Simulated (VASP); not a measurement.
# YbSi2 in VASP: notebook

YbSi2 is run at these levels: LDA; tasks: single point.

Everything below comes from runs of VASP 6.6.1. Logs are shortened: lines on timing, memory, paths and dates and some standing lists are left out, and cuts for length are marked.

**1. The cell of the first run**

The cell holds a slab with vacuum, 6 atoms: a = 4.112 Å, b = 4.086 Å, c = 19.897 Å, α = 90.00°, β = 90.00°, γ = 90.00°.

**2. Single point, LDA**

File INCAR:

```
SYSTEM = YbSi2
PREC = Accurate
ENCUT = 560
EDIFF = 1E-6
ISMEAR = 1
SIGMA = 0.05
LREAL = .False.
LASPH = .True.
NELM = 300
ALGO = Normal
ISIF = 2
LWAVE = .False.
LCHARG = .False.
LDIPOL = .True.
IDIPOL = 3
DIPOL = 0.5 0.5 0.500
GGA = CA
NBANDS = 41
EFIELD = 0.05
GGA_COMPAT = .False.
LMAXMIX = 6
NELMDL = -8
AMIX = 0.1
BMIX = 1E-4
AMIX_MAG = 0.4
BMIX_MAG = 1E-4
KPAR = 4
```

File KPOINTS:

```
Automatic mesh
0
Gamma
  4 4 1
  0 0 0
```

File POSCAR:

```
YbSi2
1.0
    4.1121520000      0.0000000000      0.0000000000
    0.0000000000      4.0858022900      0.0000000000
    0.0000000000      0.0000000000     19.8973476333
Yb Si
2 4
Direct
    0.0000000000      0.0000000000      0.3518056843
    0.0000000000      0.4999999988      0.5296388631
    0.5000000000      0.4999999996      0.4110834106
    0.5000000000      0.9999999992      0.4703611369
    0.5000000000      0.9999999984      0.5889165894
    0.5000000000      0.4999999980      0.6481943157
```

Potentials or basis: VASP PAW PBE potentials, release 64 (Yb, Si).

Command:

```sh
> cat potpaw_PBE.64/Yb/POTCAR potpaw_PBE.64/Si/POTCAR > POTCAR
> mpirun -np 4 vasp_std > vasp.out
```

OUTCAR:

```text
SYSTEM = YbSi2
   PREC = Accurate
   ENCUT = 560
   EDIFF = 1E-6
   ISMEAR = 1
   LREAL = .False.
   LASPH = .True.
   NELM = 300
   ISIF = 2
   GGA = CA
   NELMDL = -8
   AMIX = 0.1
   AMIX_MAG = 0.4

 ion  position               nearest neighbor table
   1  0.000  0.000  0.352-   3 3.13   3 3.13   3 3.13   3 3.13   4 3.13   4 3.13
   2  0.000  0.500  0.530-   4 3.13   4 3.13   5 3.13   5 3.13   3 3.13   3 3.13   4 3.13   4 3.13
                             5 3.13   5 3.13   6 3.13   6 3.13
   3  0.500  0.500  0.411-   4 2.36   4 2.36   1 3.13   1 3.13   2 3.13   2 3.13   1 3.13   1 3.13

   4  0.500  1.000  0.470-   3 2.36   5 2.36   3 2.36   2 3.13   2 3.13   2 3.13   2 3.13   1 3.13
                             1 3.13
   5  0.500  1.000  0.589-   6 2.36   4 2.36   6 2.36   2 3.13   2 3.13   2 3.13   2 3.13
   6  0.500  0.500  0.648-   5 2.36   5 2.36   2 3.13   2 3.13

  LATTYP: Found a simple orthorhombic cell.
 ALAT       =     4.0858022900
 B/A-ratio  =     1.0064490908
 C/A-ratio  =     4.8698752952

  Lattice vectors:

 A1 = (   0.0000000000,  -4.0858022900,   0.0000000000)
 A2 = (   4.1121520000,   0.0000000000,   0.0000000000)
 A3 = (   0.0000000000,   0.0000000000,  19.8973476333)

Analysis of symmetry for initial positions (statically):
=====================================================================
 Subroutine PRICEL returns:
 Original cell was already a primitive cell.

 Routine SETGRP: Setting up the symmetry group for a
 simple orthorhombic supercell.

 Subroutine GETGRP returns: Found  4 space group operations
 (whereof  4 operations were pure point group operations)
 out of a pool of  8 trial point group operations.

The static configuration has the point symmetry C_2v.

Analysis of symmetry for dynamics (positions and initial velocities):
=====================================================================
 An external electric field (EFIELD) may reduce the allowed symmetry operations
 Subroutine PRICEL returns:
 Original cell was already a primitive cell.

 Routine SETGRP: Setting up the symmetry group for a
 simple orthorhombic supercell.

 Subroutine GETGRP returns: Found  4 space group operations
 (whereof  4 operations were pure point group operations)
 out of a pool of  8 trial point group operations.

The dynamic configuration has the point symmetry C_2v.

 Subroutine INISYM returns: Found  4 space group operations
 (whereof  4 operations are pure point group operations),
 and found     1 'primitive' translations
[... 87 lines left out ...]
   EDIFF  = 0.1E-05   stopping-criterion for ELM
   LREAL  =      F    real-space projection
[... 7 lines left out ...]
   TEBEG  =    0.0;   TEEND  =   0.0 temperature during run
   PSTRESS=    0.0 pullay stress
   NELECT =      64.0000    total number of electrons
   NUPDOWN=      -1.0000    fix difference up-down
   EMIN   =  10.00;   EMAX   =-10.00  energy-range for DOS
   EFERMI =   0.00;   METHOD = LEGACY
   ISMEAR =     1;   SIGMA  =   0.05  broadening in eV -4-tet -1-fermi 0-gaus
   EFERMI_NEDOS =   21; number of points for ismear=-14 and -15
   IALGO  =     38    algorithm
   IMIX   =      4    mixing-type and parameters
     AMIX     =   0.10;   BMIX     =  0.00
     AMIX_MAG =   0.40;   BMIX_MAG =  0.00
  volume/ion in A,a.u.               =      55.72       376.00
  Fermi-wavevector in a.u.,A,eV,Ry     =   0.943527  1.783007 12.112490  0.890243
  Thomas-Fermi vector in A             =   2.071243
   LORBIT       =      0    0 simple, 1 ext, 2 COOP (PROOUT), +10 PAW based schemes
   GGA     = CA    functional components
   LHFCALC =     F    Hartree Fock is set to
   AEXX    =    0.0000 exact exchange contribution
   IVDW    =     0    specifies the selected vdW correction
   LEPSILON=     F    determine dielectric tensor
   LRPA    =     F    only Hartree local field effects (RPA)
 non-spin polarized calculation
 Methfessel and Paxton  Order N= 1 SIGMA  =   0.05
  energy-cutoff  :      560.00
  volume of cell :      334.30
 maximum number of plane-waves:     10112
 NGX is ok and might be reduce to    32
   NGX = 15   NGY = 15   NGZ = 77

 number of electron      63.9999990 magnetization

 dipolmoment           0.000000      0.000000      0.300850 electrons x Angstroem

 Free energy of the ion-electron system (eV)
  ---------------------------------------------------
  ext. energy  EPLUGINS =         0.00000000
  ---------------------------------------------------
  free energy    TOTEN  =       -32.10701496 eV

  energy without entropy =      -32.10527503  energy(sigma->0) =      -32.10643498

 E-fermi :  -0.6263     XC(G=0):  -4.9990

 val. band max:       -0.6267820621   @ k =   0.2500   0.5000   0.0000
 cond. band min:      -0.6215851594   @ k =   0.0000   0.0000   0.0000
 fundamental gap:      0.0051969027
 Fermi energy:        -0.6263161289

 k-point     1 :       0.0000    0.0000    0.0000
  band No.  band energies     occupation
      1     -52.0779      2.00000
      2     -51.6034      2.00000
      3     -24.7289      2.00000
      4     -24.6219      2.00000
      5     -24.5559      2.00000
      6     -24.1069      2.00000
[... 385 lines left out ...]
     40       3.5253      0.00000
     41       4.3482      0.00000

------------------------ aborting loop because EDIFF is reached ----------------------------------------

 vacuum level on the upper side and lower side of the slab       (xc-potential included)         0.923        -1.351

  FORCE on cell =-STRESS in cart. coord.  units (eV):
  Direction    XX          YY          ZZ          XY          YZ          ZX
  --------------------------------------------------------------------------------------
  -------------------------------------------------------------------------------------
  Total       -5.5346403     -8.4580517     -4.2474980      0.0000000      0.0000000      0.0000000
  in kB      -26.5251771    -40.5358445    -20.3564512      0.0000000      0.0000000      0.0000000
  external PRESSURE =     -29.1391576 kB  Pullay stress =       0.0000000 kB

 VOLUME and BASIS-vectors are now :
 -----------------------------------------------------------------------------
  energy-cutoff  :      560.00
  volume of cell :      334.30
      direct lattice vectors                 reciprocal lattice vectors
     4.112152000  0.000000000  0.000000000     0.243181672  0.000000000  0.000000000
     0.000000000  4.085802290  0.000000000     0.000000000  0.244749973  0.000000000
     0.000000000  0.000000000 19.897347633     0.000000000  0.000000000  0.050257955

 POSITION                                       TOTAL-FORCE (eV/Angst)
 -----------------------------------------------------------------------------------
      0.00000      0.00000      7.00000         0.000000      0.000000      1.524760
      0.00000      2.04290     10.53841         0.000000      0.000000     -0.280670
      2.05608      2.04290      8.17947         0.000000      0.000000     -0.812865
      2.05608      4.08580      9.35894         0.000000      0.000000      0.058475
      2.05608      4.08580     11.71788         0.000000      0.000000     -0.339575
      2.05608      2.04290     12.89735         0.000000      0.000000     -0.150125
 -----------------------------------------------------------------------------------
    total drift:                               -0.000000      0.000017     -0.004061

  FREE ENERGIE OF THE ION-ELECTRON SYSTEM (eV)
  ---------------------------------------------------
  free  energy   TOTEN  =       -32.1070149611 eV

  energy  without entropy=      -32.1052750303  energy(sigma->0) =      -32.10643498

 vacuum level on the upper side and lower side of the slab         4.290         1.933
```

OSZICAR:

```text
N       E                     dE             d eps       ncg     rms          rms(c)
DAV:   1     0.675760570560E+03    0.67576E+03   -0.22019E+04  1075   0.767E+03
DAV:   2     0.148854910525E+03   -0.52691E+03   -0.49104E+03  1226   0.141E+03
DAV:   3    -0.242821824733E+01   -0.15128E+03   -0.14824E+03  1016   0.327E+02
[... 13 lines left out ...]
DAV: 116    -0.321070240820E+02   -0.33892E-05   -0.41201E-05  1388   0.587E-02    0.123E-01
DAV: 117    -0.321070200872E+02    0.39947E-05   -0.47486E-06   880   0.213E-01    0.997E-02
DAV: 118    -0.321070186319E+02    0.14554E-05   -0.14633E-05  1126   0.179E-01    0.887E-02
DAV: 119    -0.321070149855E+02    0.36464E-05   -0.86847E-06  1166   0.380E-01    0.891E-02
DAV: 120    -0.321070149611E+02    0.24402E-07   -0.26891E-06   737   0.243E-02
   1 F= -.32107015E+02 E0= -.32106435E+02  d E =-.173993E-02
```

Wall time 7.7 min (4 MPI ranks of Intel Xeon Platinum 8375C at 2.90GHz (Ice Lake), shared host); peak memory 0.42 GiB.

What came out:

```yaml
Free_energy: -32.1070 eV
Largest_force: 1.525 eV/Å
Band_gap_on_the_k_mesh: zero (bands 32 and 33 overlap by 0.47 eV)
```

Forces in eV/Å, atoms in the order of the input:
```
Yb   0.000  0.000  1.525
Yb   0.000  0.000 -0.281
Si   0.000  0.000 -0.813
Si   0.000  0.000  0.058
Si   0.000  0.000 -0.340
Si   0.000  0.000 -0.150
```

Caveat: the k points lie up to 0.38 Å⁻¹ apart; the PAW data sets were made with another functional, which shifts forces and pressure a little; spin-orbit coupling is left out, which moves the levels of the heavy elements. Spin polarisation is off, so any magnetic state and its effect on volume and gap are missing.

**3. Single point, LDA**

File INCAR:

```
SYSTEM = YbSi2
PREC = Accurate
ENCUT = 560
EDIFF = 1E-6
ISMEAR = 1
SIGMA = 0.05
LREAL = .FALSE.
LASPH = .TRUE.
NELM = 300
ALGO = Normal
ISIF = 2
LWAVE = .FALSE.
LCHARG = .TRUE.
LDIPOL = .TRUE.
IDIPOL = 3
DIPOL = 0.5 0.5 0.500
GGA = CA
LVHAR = .TRUE.
LVACPOTAV = .TRUE.
NBANDS = 41
GGA_COMPAT = .FALSE.
LMAXMIX = 6
NELMDL = -8
AMIX = 0.1
BMIX = 1E-4
AMIX_MAG = 0.4
BMIX_MAG = 1E-4
KPAR = 4
```

File KPOINTS:

```
regular mesh
0
G
  4 4 1
  0 0 0
```

POSCAR is that of step 2.

Potentials or basis: VASP PAW PBE potentials, release 64 (Yb, Si).

Command:

```sh
> cat potpaw_PBE.64/Yb/POTCAR potpaw_PBE.64/Si/POTCAR > POTCAR
> mpirun -np 4 vasp_std > vasp.out
```

Run time: 18 min. Hardware: 4 MPI ranks of Intel Xeon Platinum 8259CL at 2.50GHz (Skylake/Cascade Lake), shared host; peak memory 0.41 GiB.

It converged, with:

- Free energy: -32.0931 eV
- Largest force: 1.522 eV/Å
- Band gap on the k mesh: zero (bands 32 and 33 overlap by 0.46 eV)

Forces in eV/Å, atoms in the order of the input:
```
Yb   0.000  0.000  1.522
Yb   0.000  0.000 -0.278
Si   0.000  0.000 -0.809
Si   0.000  0.000  0.057
Si   0.000  0.000 -0.340
Si   0.000  0.000 -0.152
```

Levels at points of the mesh, in eV from the Fermi level:
| k point | band 29 | band 30 | band 31 | band 32 | band 33 | band 34 | band 35 | band 36 |
| --- | --- | --- | --- | --- | --- | --- | --- | --- |
| (0.00, 0.00, 0.00) | -0.24 | -0.21 | -0.20 | -0.12 | 0.00 | 0.19 | 1.17 | 2.27 |
| (0.50, 0.00, 0.00) | -0.26 | -0.24 | -0.21 | 0.01 | 0.28 | 0.78 | 1.00 | 1.45 |
| (0.00, 0.50, 0.00) | -0.25 | -0.19 | -0.18 | -0.09 | 0.89 | 1.10 | 1.28 | 1.37 |
| (0.50, 0.50, 0.00) | -0.28 | -0.28 | -0.28 | -0.25 | -0.24 | 1.54 | 1.95 | 2.20 |

Caveat: the k points lie up to 0.38 Å⁻¹ apart; the PAW data sets were made with another functional, which shifts forces and pressure a little; spin-orbit coupling is left out, which moves the levels of the heavy elements. Spin polarisation is off, so any magnetic state and its effect on volume and gap are missing.

The gap in the log of VASP goes by the Fermi energy; the results here count the filled bands.